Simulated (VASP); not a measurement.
Set up this calculation in VASP 6.6.1, as the native input.

| Quantity | Value |
| --- | --- |
| Task | single point |
| Functional | PBE |
| Potentials or basis | VASP PAW PBE potentials, release 64 (Hf_pv, C) |
| Cutoff | 520 eV |
| k mesh | 14 × 14 × 14 |
| Occupations | fermi-dirac, width 0.08 eV |
| Spin | no spin polarisation |
| Dipole correction | no |
| Further INCAR settings | ALGO = Normal; EDIFF = 1e-06; NBANDS = 14 |

The structure of HfC (CsCl type) lies in POSCAR:

```
HfC
1.0
    2.9014548755      0.0000000000      0.0000000000
    0.0000000000      2.9014548755      0.0000000000
    0.0000000000      0.0000000000      2.9014548755
Hf C
1 1
Direct
    0.0000000000      0.0000000000      0.0000000000
    0.5000000000      0.5000000000      0.5000000000
```

These files were run (other wordings do the same):

INCAR

```
SYSTEM = HfC
PREC     = Accurate       ! precision mode
ENCUT    = 520            ! plane-wave cutoff, eV
EDIFF    = 1E-6           ! SCF threshold, eV
ISMEAR   = -1             ! smearing method
SIGMA    = 0.08           ! smearing width, eV
LREAL    = .False.        ! projectors in reciprocal space
LASPH    = .True.         ! aspherical terms in the spheres
NELM     = 80             ! most SCF steps
ALGO     = Normal         ! electronic algorithm
ISIF     = 2              ! what is computed and relaxed
LWAVE    = .False.        ! write WAVECAR
LCHARG   = .False.        ! write CHGCAR
GGA      = PE             ! functional
NBANDS   = 14             ! bands
```

KPOINTS

```
regular mesh
0
Gamma
  14 14 14
  0 0 0
```

Potentials or basis: VASP PAW PBE potentials, release 64 (Hf_pv, C).

Command:

```console
$ cat potpaw_PBE.64/Hf_pv/POTCAR potpaw_PBE.64/C/POTCAR > POTCAR
$ mpirun -np 1 vasp_std > vasp.out
```

It gave:

```json
{"Pressure": "-1.4 GPa", "Band gap on the k mesh": "zero (band 7 reaches 7.65 eV, above the bottom of band 8 at 5.79 eV)"}
```

Caveat: spin-orbit coupling is left out, which moves the levels of the heavy elements.

It took 12 s on 1 thread of Intel(R) Xeon(R) 6975P-C (Granite Rapids) (shared host), peak memory 0.16 GiB.
